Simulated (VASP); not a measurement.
# Sb2TeCl6 (I4/mmm) in VASP: single point with PBEsol

Aim: the single point of Sb2TeCl6 with PBEsol.

Program: VASP 6.6.1. These are calculated values, not measurements. Logs are shortened: lines on timing, memory, paths and dates and some standing lists are left out, and cuts for length are marked.

## Step 1: The cell of the first run

The typed cell holds 9 atoms: a = 7.058 Å, b = 7.058 Å, c = 7.058 Å, α = 60.00°, β = 60.00°, γ = 90.00°.

## Step 2: Single point, PBEsol

The input, POSCAR:

```
Sb2TeCl6
1.0
    0.0000000000      7.0580640000      0.0000000000
    7.0580640000      0.0000000000      0.0000000000
    3.5290320000      3.5290320000     -4.9908480000
Te Sb Cl
1 2 6
Direct
    0.0000000000      0.0000000000      0.0000000000
    0.2500000000      0.7500000000      0.5000000000
    0.7500000000      0.2500000000      0.5000000000
    0.2500000000      0.2500000000      0.5000000000
    0.7500000000      0.7500000000      0.5000000000
    0.2510000000      0.2510000000      0.0000000000
    0.2510000000      0.7490000000      0.0000000000
    0.7490000000      0.7490000000      0.0000000000
    0.7490000000      0.2510000000      0.0000000000
```

The input, INCAR.step1:

```
SYSTEM = Sb2TeCl6
PREC = Accurate
ENCUT = 520
EDIFF = 1E-6
ISMEAR = 1
SIGMA = 0.1369
LREAL = .False.
LASPH = .True.
NELM = 60
ALGO = Normal
ISIF = 2
LWAVE = .False.
LCHARG = .True.
GGA = PS
NBANDS = 39
```

The input, KPOINTS.step1:

```
Automatic mesh
0
Gamma
  5 5 5
  0 0 0
```

The input, INCAR.step2:

```
SYSTEM = Sb2TeCl6
PREC = Accurate
ENCUT = 520
EDIFF = 1E-6
ISMEAR = -5
SIGMA = 0.1369
LREAL = .False.
LASPH = .True.
NELM = 60
ALGO = Normal
ISIF = 2
LWAVE = .False.
LCHARG = .False.
GGA = PS
LORBIT = 11
NEDOS = 2001
ICHARG = 11
```

The input, KPOINTS.step2:

```
Automatic mesh
0
Gamma
  8 8 8
  0 0 0
```

Potentials or basis: VASP PAW PBE potentials, release 64 (Te, Sb, Cl).

Run with:

```console
cat potpaw_PBE.64/Te/POTCAR potpaw_PBE.64/Sb/POTCAR potpaw_PBE.64/Cl/POTCAR > POTCAR
cp INCAR.step1 INCAR
cp KPOINTS.step1 KPOINTS
mpirun -np 1 vasp_std > vasp.out
cp INCAR.step2 INCAR
cp KPOINTS.step2 KPOINTS
mpirun -np 1 vasp_std > vasp.out
```

OUTCAR:

```text
SYSTEM = Sb2TeCl6
   PREC = Accurate
   ENCUT = 520
   EDIFF = 1E-6
   ISMEAR = -5
   LREAL = .False.
   LASPH = .True.
   NELM = 60
   ISIF = 2
   GGA = PS
   LORBIT = 11
   ICHARG = 11

 ion  position               nearest neighbor table
   1  0.000  0.000  0.000-   5 2.50   4 2.50   7 2.51   8 2.51   9 2.51   6 2.51
   2  0.250  0.750  0.500-
   3  0.750  0.250  0.500-
   4  0.250  0.250  0.500-   1 2.50
   5  0.750  0.750  0.500-   1 2.50
   6  0.251  0.251  0.000-   1 2.51
   7  0.251  0.749  0.000-   1 2.51
   8  0.749  0.749  0.000-   1 2.51
   9  0.749  0.251  0.000-   1 2.51

  LATTYP: Found a face centered cubic cell.
 ALAT       =     9.9816529165

  Lattice vectors:

 A1 = (   3.5290320000,   3.5290320000,  -4.9908480000)
 A2 = (  -3.5290320000,   3.5290320000,  -4.9908480000)
 A3 = (   0.0000000000,   7.0580640000,   0.0000000000)

Analysis of symmetry for initial positions (statically):
=====================================================================
 Subroutine PRICEL returns:
 Original cell was already a primitive cell.

 Routine SETGRP: Setting up the symmetry group for a
 face centered cubic supercell.

 Subroutine GETGRP returns: Found 16 space group operations
 (whereof 16 operations were pure point group operations)
 out of a pool of 48 trial point group operations.

The static configuration has the point symmetry D_4h.

Analysis of symmetry for dynamics (positions and initial velocities):
=====================================================================
 Subroutine PRICEL returns:
 Original cell was already a primitive cell.

 Routine SETGRP: Setting up the symmetry group for a
 face centered cubic supercell.

 Subroutine GETGRP returns: Found 16 space group operations
 (whereof 16 operations were pure point group operations)
 out of a pool of 48 trial point group operations.

The dynamic configuration has the point symmetry D_4h.

 Subroutine INISYM returns: Found 16 space group operations
 (whereof 16 operations are pure point group operations),
 and found     1 'primitive' translations

----------------------------------------------------------------------------------------

                                     Primitive cell

  volume of cell :     248.6254

  direct lattice vectors                    reciprocal lattice vectors
     0.000000000  7.058064000  0.000000000     0.000000000  0.141681912  0.100183376
     7.058064000  0.000000000  0.000000000     0.141681912  0.000000000  0.100183376
     3.529032000  3.529032000 -4.990848000     0.000000000  0.000000000 -0.200366751

  length of vectors
     7.058064000  7.058064000  7.058094465     0.173523695  0.173523695  0.200366751

  position of ions in fractional coordinates (direct lattice)
     0.000000000  0.000000000  0.000000000
     0.250000000  0.750000000  0.500000000
     0.750000000  0.250000000  0.500000000
     0.250000000  0.250000000  0.500000000
     0.750000000  0.750000000  0.500000000
     0.251000000  0.251000000  0.000000000
     0.251000000  0.749000000  0.000000000
     0.749000000  0.749000000  0.000000000
     0.749000000  0.251000000  0.000000000

  ion indices of the primitive-cell ions
   primitive index   ion index
                 1           1
                 2           2
                 3           3
                 4           4
                 5           5
                 6           6
                 7           7
                 8           8
                 9           9

----------------------------------------------------------------------------------------

 KPOINTS: Automatic mesh

Automatic generation of k-mesh.
 Grid dimensions read from file:
 generate k-points for:    8    8    8

 Generating k-lattice:

  Cartesian coordinates                     Fractional coordinates (reciprocal lattice)
     0.000000000  0.017710239  0.012522922     0.125000000  0.000000000  0.000000000
     0.017710239  0.000000000  0.012522922     0.000000000  0.125000000  0.000000000
     0.000000000  0.000000000 -0.025045844     0.000000000  0.000000000  0.125000000

  Length of vectors
     0.021690462  0.021690462  0.025045844

  Shift w.r.t. Gamma in fractional coordinates (k-lattice)
     0.000000000  0.000000000  0.000000000

 TETIRR: Found    655 inequivalent tetrahedra from     3072

 Subroutine IBZKPT returns following result:
 ===========================================

 Found     59 irreducible k-points:

 Following reciprocal coordinates:
            Coordinates               Weight
  0.000000  0.000000  0.000000      1.000000
  0.125000  0.000000 -0.000000      8.000000
  0.250000  0.000000 -0.000000      8.000000
  0.375000  0.000000  0.000000      8.000000
  0.500000  0.000000 -0.000000      4.000000
  0.125000  0.125000 -0.000000      8.000000
[... 16 lines left out ...]
  0.250000  0.000000  0.125000      4.000000
  0.375000  0.000000  0.125000      8.000000
 [... further k-points ...]
   k-points           NKPTS =     59   k-points in BZ     NKDIM =     59   number of bands    NBANDS=     34
   number of dos      NEDOS =   2001   number of ions     NIONS =      9
   total plane-waves  NPLWV = 157464
   dimension x,y,z NGX =    54 NGY =   54 NGZ =   54
   dimension x,y,z NGXF=   108 NGYF=  108 NGZF=  108
   ions per type =               1   2   6
   NGX,Y,Z   is equivalent  to a cutoff of  12.72, 12.72, 12.72 a.u.
   NGXF,Y,Z  is equivalent  to a cutoff of  25.44, 25.44, 25.44 a.u.
 SYSTEM =  Sb2TeCl6
   PREC   = accura    normal or accurate (medium, high low for compatibility)
   ISTART =      0    job   : 0-new  1-cont  2-samecut
   ICHARG =     11    charge: 1-file 2-atom 10-const
   ISPIN  =      1    spin polarized calculation?
   LNONCOLLINEAR =      F non collinear calculations
   LSORBIT =      F    spin-orbit coupling
   LASPH  =      T    aspherical Exc in radial PAW
   ENCUT  =  520.0 eV  38.22 Ry    6.18 a.u.  13.12 13.12 13.12*2*pi/ulx,y,z
   NELM   =     60;   NELMIN=  2; NELMDL=  0     # of ELM steps
   EDIFF  = 0.1E-05   stopping-criterion for ELM
   LREAL  =      F    real-space projection
[... 7 lines left out ...]
   TEBEG  =    0.0;   TEEND  =   0.0 temperature during run
   PSTRESS=    0.0 pullay stress
   NELECT =      58.0000    total number of electrons
   NUPDOWN=      -1.0000    fix difference up-down
   EMIN   =  10.00;   EMAX   =-10.00  energy-range for DOS
   EFERMI =   0.00;   METHOD = LEGACY
   ISMEAR =    -5;   SIGMA  =   0.14  broadening in eV -4-tet -1-fermi 0-gaus
   EFERMI_NEDOS =   21; number of points for ismear=-14 and -15
   IALGO  =     38    algorithm
   IMIX   =      4    mixing-type and parameters
     AMIX     =   0.40;   BMIX     =  1.00
     AMIX_MAG =   1.60;   BMIX_MAG =  1.00
  volume/ion in A,a.u.               =      27.63       186.42
  Fermi-wavevector in a.u.,A,eV,Ry     =   1.007788  1.904442 13.818563  1.015636
  Thomas-Fermi vector in A             =   2.140614
   LORBIT       =     11    0 simple, 1 ext, 2 COOP (PROOUT), +10 PAW based schemes
   GGA     = PS    functional components
   LHFCALC =     F    Hartree Fock is set to
   AEXX    =    0.0000 exact exchange contribution
   IVDW    =     0    specifies the selected vdW correction
   LEPSILON=     F    determine dielectric tensor
   LRPA    =     F    only Hartree local field effects (RPA)
 non-spin polarized calculation
 Fermi weights with tetrahedron method with Bloechl corrections
  energy-cutoff  :      520.00
  volume of cell :      248.63
 maximum number of plane-waves:      6735
 NGX is ok and might be reduce to    54

 number of electron      58.0000005 magnetization

 Free energy of the ion-electron system (eV)
  ---------------------------------------------------
  ext. energy  EPLUGINS =         0.00000000
  ---------------------------------------------------
  free energy    TOTEN  =       -24.60161134 eV

  energy without entropy =      -24.60161134  energy(sigma->0) =      -24.60161134

 E-fermi :   4.0512     XC(G=0):  -9.0187

 val. band max:        4.1035198700   @ k =  -0.1250   0.3750   0.1250
 cond. band min:       4.0132903490   @ k =  -0.2500   0.0000   0.3750
 fundamental gap:     -0.0902295209
 Fermi energy:         4.0511808879

 k-point     1 :       0.0000    0.0000    0.0000
  band No.  band energies     occupation
      1     -13.2607      2.00000
      2     -11.8565      2.00000
      3     -11.8324      2.00000
      4     -11.8324      2.00000
      5     -11.4276      2.00000
      6     -11.4170      2.00000
[... 26 lines left out ...]
     33       4.8947      0.00000
     34       5.4849      0.00000

 k-point     2 :       0.1250    0.0000   -0.0000
  band No.  band energies     occupation
      1     -13.2451      2.00000
      2     -11.8756      2.00000
      3     -11.8357      2.00000
      4     -11.8230      2.00000
      5     -11.4399      2.00000
      6     -11.4294      2.00000
[... 26 lines left out ...]
     33       4.8454      0.00000
     34       5.4654      0.00000

 k-point     3 :       0.2500    0.0000   -0.0000
  band No.  band energies     occupation
      1     -13.2049      2.00000
      2     -11.9511      2.00000
      3     -11.8134      2.00000
      4     -11.7975      2.00000
      5     -11.4722      2.00000
      6     -11.4623      2.00000
[... 26 lines left out ...]
     33       4.7345      0.00000
     34       5.2360      0.00000
[... 704 lines left out ...]
 k-point    23 :       0.2500    0.0000    0.1250
  band No.  band energies     occupation
      1     -13.2214      2.00000
      2     -11.8953      2.00000
      3     -11.8621      2.00000
      4     -11.7952      2.00000
      5     -11.4636      2.00000
      6     -11.4438      2.00000
[... 26 lines left out ...]
     33       4.8148      0.00000
     34       5.3885      0.00000

 k-point    24 :       0.3750    0.0000    0.1250
  band No.  band energies     occupation
      1     -13.1792      2.00000
      2     -11.9691      2.00000
      3     -11.8471      2.00000
      4     -11.7632      2.00000
      5     -11.5029      2.00000
      6     -11.4717      2.00000
[... 26 lines left out ...]
     33       4.7125      0.00000
     34       5.2629      0.00000

 [... further k-points ...]
[... 5 lines left out ...]
  --------------------------------------------------------------------------------------
  -------------------------------------------------------------------------------------
  Total       -2.3136354     -2.3136354     -1.9458019      0.0000000      0.0000000     -0.0000000
  in kB      -14.9093938    -14.9093938    -12.5390225      0.0000000      0.0000000     -0.0000000
  external PRESSURE =     -14.1192700 kB  Pullay stress =       0.0000000 kB

 VOLUME and BASIS-vectors are now :
 -----------------------------------------------------------------------------
  energy-cutoff  :      520.00
  volume of cell :      248.63
      direct lattice vectors                 reciprocal lattice vectors
     0.000000000  7.058064000  0.000000000     0.000000000  0.141681912  0.100183376
     7.058064000  0.000000000  0.000000000     0.141681912  0.000000000  0.100183376
     3.529032000  3.529032000 -4.990848000     0.000000000  0.000000000 -0.200366751

 POSITION                                       TOTAL-FORCE (eV/Angst)
 -----------------------------------------------------------------------------------
      0.00000      0.00000      0.00000        -0.000000     -0.000000     -0.000000
      7.05806      3.52903     -2.49542         0.000000     -0.000000     -0.000000
      3.52903      7.05806     -2.49542         0.000000     -0.000000     -0.000000
      3.52903      3.52903     -2.49542         0.000000      0.000000      0.496005
      7.05806      7.05806     -2.49542        -0.000000     -0.000000     -0.496005
      1.77157      1.77157      0.00000         0.286021      0.286021     -0.000000
      5.28649      1.77157      0.00000        -0.286021      0.286021     -0.000000
      5.28649      5.28649      0.00000        -0.286021     -0.286021     -0.000000
      1.77157      5.28649      0.00000         0.286021     -0.286021     -0.000000
 -----------------------------------------------------------------------------------
    total drift:                                0.000000     -0.000000      0.000000

  FREE ENERGIE OF THE ION-ELECTRON SYSTEM (eV)
  ---------------------------------------------------
  free  energy   TOTEN  =       -24.6016113383 eV

  energy  without entropy=      -24.6016113383  energy(sigma->0) =      -24.60161134

 total charge

# of ion       s       p       d       tot
------------------------------------------
    1        1.577   1.342   0.182   3.102
    2        1.289   0.888   0.008   2.185
    3        1.289   0.888   0.008   2.185
    4        1.612   3.411   0.000   5.023
    5        1.612   3.411   0.000   5.023
    6        1.612   3.409   0.000   5.021
    7        1.612   3.409   0.000   5.021
    8        1.612   3.409   0.000   5.021
    9        1.612   3.409   0.000   5.021
--------------------------------------------------
tot         13.827  23.577   0.198  37.602
```

It took 17 min on 1 thread of Intel Xeon 8259CL, shared host; peak memory 0.68 GiB.

What came out:

- Valence electrons inside the program's atomic spheres: Te 3.10; Sb 2.19; Cl 5.02

Caveat: the PAW data sets were made with another functional, which shifts forces and pressure a little; spin-orbit coupling is left out, which moves the levels of the heavy elements; this functional lacks dispersion, which binds layers or chains, so the pressure and a relaxed spacing across them are unreliable.
